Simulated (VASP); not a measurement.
SrO (qrp), 2 atoms in the cell. The structure is cubic, space group Fm-3m (No. 225). Conventional cell: a = 5.257 Å, b = 5.257 Å, c = 5.257 Å, α = 90.00°, β = 90.00°, γ = 90.00°. Sr (site symmetry m-3m) has 6 O at 2.63 Å within 3.5 Å. Within 3.5 Å of O (site symmetry m-3m) lie 6 Sr at 2.63 Å. 

* Program: VASP 6.6.1
* Task: single point
* Functional: RPBE
* Potentials or basis: VASP PAW PBE potentials, release 64 (Sr_sv, O)
* Cutoff: 600 eV
* k mesh: 8 × 8 × 8
* Occupations: gaussian, width 0.01 eV
* Spin: no spin polarisation
* Dipole correction: no
* Further INCAR settings: ALGO = Normal; EDIFF = 1e-06; NBANDS = 15

Potentials or basis: VASP PAW PBE potentials, release 64 (Sr_sv, O).

Launch:

```console
$ cat potpaw_PBE.64/Sr_sv/POTCAR potpaw_PBE.64/O/POTCAR > POTCAR
$ mpirun -np 1 vasp_std > vasp.out
```

Hardware: 1 thread of Intel Xeon 8259CL, on a shared host.

Task: Estimate the wall time of this run.

Result: Wall time 32 s on 1 thread of Intel Xeon 8259CL (shared host), peak memory 0.18 GiB. Counts: scf iterations 13, k points 29.
